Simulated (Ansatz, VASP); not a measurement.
**One calculation of Cd, two programs**

```xyz
1
Lattice="0.0000 2.2542 2.2542 2.1940 0.0000 2.2542 2.1940 2.2542 0.0000" Properties=species:S:1:pos:R:3 pbc="T T T"
Cd    0.0000    0.0000    0.0000
```

Change from the starting cell: normal strain along x -0.0267, normal strain along y +0.0000.

Alike in both runs: task single point; functional PBE; k mesh 18 × 18 × 18; occupations gaussian, width 0.15 eV; no spin polarisation.

|  | VASP | Ansatz |
| --- | --- | --- |
| version | VASP 6.6.1 | Ansatz 0.2.0 |
| potentials or method | VASP PAW PBE potentials, release 64 (Cd), cutoff 520 eV | scalar-relativistic, plane waves, PAW |
| valence electrons in the cell | 12 | 20 |

|  | VASP | Ansatz | Ansatz less VASP |
| --- | --- | --- | --- |
| gap on the k mesh at the Fermi level (eV) | none | none | - |
| pressure (GPa) | 1.3 | 1.1 | -0.26 |
| traceless stress, the component that is largest in VASP (GPa) | 0.46 | 0.45 | -0.006 |

A gap of «none» marks a metal or a gap that the smearing closes. VASP's potentials hold 12 valence electrons a cell and Ansatz's 20, so a difference there can come from the potentials and not from the codes.
